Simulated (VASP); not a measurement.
The system is Ag.

```
CELL_PARAMETERS angstrom
2.93000 0.00000 0.00000
-1.46500 2.53745 0.00000
0.00000 0.00000 4.79000
ATOMIC_POSITIONS crystal
Ag 0.33333 0.66667 0.25000
Ag 0.66667 0.33333 0.75000
```

This isn't the form of Ag at room conditions, which is fcc.

- Program: VASP 6.6.1
- Task: relaxation of cell and atoms
- Functional: LDA
- Potentials or basis: VASP PAW LDA potentials, release 64 (Ag)
- Cutoff: 600 eV
- k mesh: 18 × 18 × 10
- Occupations: fermi-dirac, width 0.1 eV
- Spin: no spin polarisation

At the start: pressure -10.5 GPa; volume 17.81 Å³/atom.

Where does the relaxation end?

Over 7 steps the energy falls by 64.0 meV/atom and the volume is 16.07 Å³/atom (-9.7 %); space group P6_3/mmc (No. 194, to 0.1 Å) before and after.

The path:
```
step  energy change (eV)  largest force (eV/Å)  pressure (GPa)  volume (Å³)
   1              0.0000                0.0000          -10.53        35.61
   2             -0.0512                0.0000           11.99        29.91
   3             -0.1281                0.0000           -0.13        32.17
   4             -0.1281                0.0000            0.13        32.10
   5             -0.1281                0.0000           -0.09        32.16
   6             -0.1281                0.0000           -0.04        32.15
   7             -0.1281                0.0000            0.00        32.14
```

Final structure:
```xyz
2
Lattice="2.8293 0.0000 0.0000 -1.4147 2.4503 0.0000 0.0000 0.0000 4.6361" Properties=species:S:1:pos:R:3 pbc="T T T"
Ag    0.0000    1.6335    1.1590
Ag    1.4147    0.8168    3.4771
```
